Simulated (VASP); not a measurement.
Write the native input for VASP 6.6.1 that does the following.

```yaml
Task: single point
Functional: LDA
Potentials_or_basis: VASP PAW LDA potentials, release 64 (Sc_sv, Hg)
Cutoff: 520 eV
k_mesh: 8 × 8 × 8
Occupations: methfessel-paxton, width 0.1 eV
Spin: no spin polarisation
Dipole_correction: no
Further_INCAR_settings: ALGO = Normal; EDIFF = 1e-06; NBANDS = 18
```

The structure of ScHg lies in POSCAR:

```
ScHg
1.0
    3.5704297767      0.0000000000      0.0000000000
    0.0000000000      3.5704297767      0.0000000000
    0.0000000000      0.0000000000      3.5704297767
Sc Hg
1 1
Direct
    0.5000000000      0.5000000000      0.5000000000
    0.0000000000      0.0000000000      0.0000000000
```

These files were run (other wordings do the same):

INCAR

```
PREC = Accurate
ENCUT = 520
EDIFF = 1E-6
ISMEAR = 1
SIGMA = 0.1
LREAL = F
LASPH = T
NELM = 60
ALGO = Normal
ISIF = 2
LWAVE = F
LCHARG = T
LELF = T
LVHAR = T
NBANDS = 18
```

KPOINTS

```
Automatic mesh
0
Gamma
  8 8 8
```

Potentials or basis: VASP PAW LDA potentials, release 64 (Sc_sv, Hg).

The run is started by

```sh
$ cat potpaw_LDA.64/Sc_sv/POTCAR potpaw_LDA.64/Hg/POTCAR > POTCAR
$ mpirun -np 1 vasp_std > vasp.out
```

It gave:

```
Pressure               : -8.7 GPa
Band gap on the k mesh : zero (an odd number of electrons rules out a gap without spin polarisation)
```

Caveat: the cell stands under tension; spin-orbit coupling is left out, which moves the levels of the heavy elements.

Run time: 14 s on 1 thread of Intel(R) Xeon(R) Platinum 8488C (Sapphire Rapids), on a shared host, peak memory 0.16 GiB.
